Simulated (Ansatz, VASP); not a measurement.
Given: the input of a run of Ansatz 0.2.0 on Co.

The input input.yaml:

```yaml
crystal:
  lattice:
    - [2.4201280013, 0.0, 0.0]
    - [-1.2100640007, 2.0958923296, 0.0]
    - [0.0, 0.0, 7.9231214745]
  atoms:
    - { symbol: Co, position: [0.6666666667, 0.3333333333, 0.75], spin: 2.0 }
    - { symbol: Co, position: [0.0, 0.0, 0.5], spin: 2.0 }
    - { symbol: Co, position: [0.3333333333, 0.6666666667, 0.25], spin: 2.0 }
    - { symbol: Co, position: [0.0, 0.0, 0.0], spin: 2.0 }
hamiltonian:
  xc: rpbe
  pseudopotentials: { kind: paw }
  dispersion: d3bj
magnetization:
  spin_polarized: true
kpoints:
  mp_grid: { grid: [12, 12, 4] }
scf:
  occupations: { method: fermi_dirac, width: 0.05 }
output:
  forces: true
  stress: true
  eigenvalues: true
```

Potentials or basis: Ansatz PAW.

The run is started by

```sh
$ ansatz run input.yaml --threads 2 --pin off --max-ram 5120MiB --backend cpu --events-out ev --progress --plain --runs-dir out
```

Task: Translate it to VASP 6.6.1. Potentials there: VASP PAW PBE potentials, release 64 (Co).

Result: As run (the cutoff follows the program's own potentials):

INCAR

```
SYSTEM = Co
PREC     = Accurate       ! precision mode
ENCUT    = 520            ! plane-wave cutoff, eV
EDIFF    = 1E-7           ! SCF threshold, eV
ISMEAR   = -1             ! smearing method
SIGMA    = 0.05           ! smearing width, eV
LREAL    = .False.        ! projectors in reciprocal space
LASPH    = .True.         ! aspherical terms in the spheres
NELM     = 150            ! most SCF steps
ALGO     = Fast           ! electronic algorithm
ISIF     = 2              ! what is computed and relaxed
LWAVE    = .False.        ! write WAVECAR
LCHARG   = .False.        ! write CHGCAR
ISPIN    = 2              ! spin polarisation
MAGMOM   = 2 2 2 2        ! initial moments
LORBIT   = 11             ! projections on sites
LMAXMIX  = 4              ! l up to which the mixer works
GGA      = RP             ! functional
IVDW     = 12             ! dispersion correction
NBANDS   = 30             ! bands
```

The input KPOINTS:

```
regular mesh
0
Gamma
  12 12 4
  0 0 0
```

POSCAR

```
Co
1.0
    2.4201280013      0.0000000000      0.0000000000
   -1.2100640007      2.0958923296      0.0000000000
    0.0000000000      0.0000000000      7.9231214745
Co
4
Direct
    0.6666666667      0.3333333333      0.7500000000
    0.0000000000      0.0000000000      0.5000000000
    0.3333333333      0.6666666667      0.2500000000
    0.0000000000      0.0000000000      0.0000000000
```

Potentials or basis: VASP PAW PBE potentials, release 64 (Co).

Run with:

```bash
$ cat potpaw_PBE.64/Co/POTCAR > POTCAR
$ mpirun -np 1 vasp_std > vasp.out
```

Both were run:

|  | VASP | Ansatz | Ansatz less VASP |
| --- | --- | --- | --- |
| gap on the k mesh at the Fermi level (eV) | none | none | - |
| pressure (GPa) | -8.7 | -7.4 | +1.28 |
| traceless stress, the component that is largest in VASP (GPa) | -2.74 | -2.85 | -0.111 |
| net moment per atom (μB) | 1.58 | 1.59 | +0.012 |
| size of the moment on the site where the two differ most (μB) | 1.59 | 1.67 | +0.077 |

VASP's potentials were made for PBE, not for RPBE. Site moments also hang on the region over which each program counts them. A gap of «none» marks a metal or a gap that the smearing closes. VASP's potentials hold 36 valence electrons a cell and Ansatz's 68, so a difference there can come from the potentials and not from the codes.
